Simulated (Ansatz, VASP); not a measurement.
## One calculation of BN, two programs

```
B N
1.0
    -2.50399    0.00000    0.00000
    -1.25200   -2.16852    0.00000
    -1.87799   -1.08426   13.32240
B N
4 4
Direct
  0.89583 0.89583 0.87500
  0.14583 0.14583 0.37500
  0.60417 0.60417 0.12500
  0.35417 0.35417 0.62500
  0.27083 0.27083 0.12500
  0.02083 0.02083 0.62500
  0.22917 0.22917 0.87500
  0.47917 0.47917 0.37500
```

Alike in both runs: task single point; functional PBE; dispersion D3(BJ); k mesh 10 × 10 × 2; occupations gaussian, width 0.05 eV; no spin polarisation.

|  | VASP | Ansatz |
| --- | --- | --- |
| version | VASP 6.6.1 | Ansatz 0.2.0 |
| potentials or method | VASP PAW PBE potentials, release 64 (B, N), cutoff 520 eV | scalar-relativistic, plane waves, PAW |
| valence electrons in the cell | 32 | 32 |

Ansatz gave:

```
gap on the k mesh at the Fermi level (eV)                     : 4.01
least direct gap on the mesh (eV)                             : 4.25
pressure (GPa)                                                : 0.7
traceless stress, the component that is largest in VASP (GPa) : -0.55
rms of the force components (eV/Å)                            : 0.016
```

**Question.** Estimate VASP's values.

**Answer.** gap on the k mesh at the Fermi level (eV): 4.00; least direct gap on the mesh (eV): 4.25; pressure (GPa): 0.7; traceless stress, the component that is largest in VASP (GPa): -0.75; rms of the force components (eV/Å): 0.016.

Atom by atom the forces differ by 0.000 eV/Å (rms over components).
